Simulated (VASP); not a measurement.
Runs of VASP 6.6.1 on RbBr. The structure is that of space group Pm-3m (No. 221), or close to it. The cells are those of the table. 

```csv
task,cell,cutoff (eV),gap on the mesh (eV),pressure (GPa)
single point,"a = 4.004 Å, 2 atoms",520,(a),(b)
relaxation of cell and atoms,"relaxed to 4 GPa from a = 4.070 Å, 2 atoms",600,4.65,4.0
relaxation of cell and atoms,"relaxed to 10 GPa from a = 4.070 Å, 2 atoms",600,4.79,10.0
relaxation of cell and atoms,"relaxed to 15 GPa from a = 4.070 Å, 2 atoms",600,4.56,15.0
relaxation of cell and atoms,"relaxed to 1 GPa from a = 4.070 Å, 2 atoms",600,4.21,1.0
```

Alike in all rows: level PBEsol; potentials or basis VASP PAW PBE potentials, release 64 (Rb_sv, Br); no spin polarisation; k mesh 6 × 6 × 6; smearing gaussian 0.01 eV.

Problem. Estimate the missing entries.

Solution. (a) 4.22; (b) 1.1.

Caveats: the PAW data sets were made with another functional, which shifts forces and pressure a little; the cell is relaxed towards a set pressure, so the run minimises the enthalpy, not the energy (at least some runs).

A k mesh can miss the band edges, and the runs leave out spin-orbit coupling on Br, Rb.
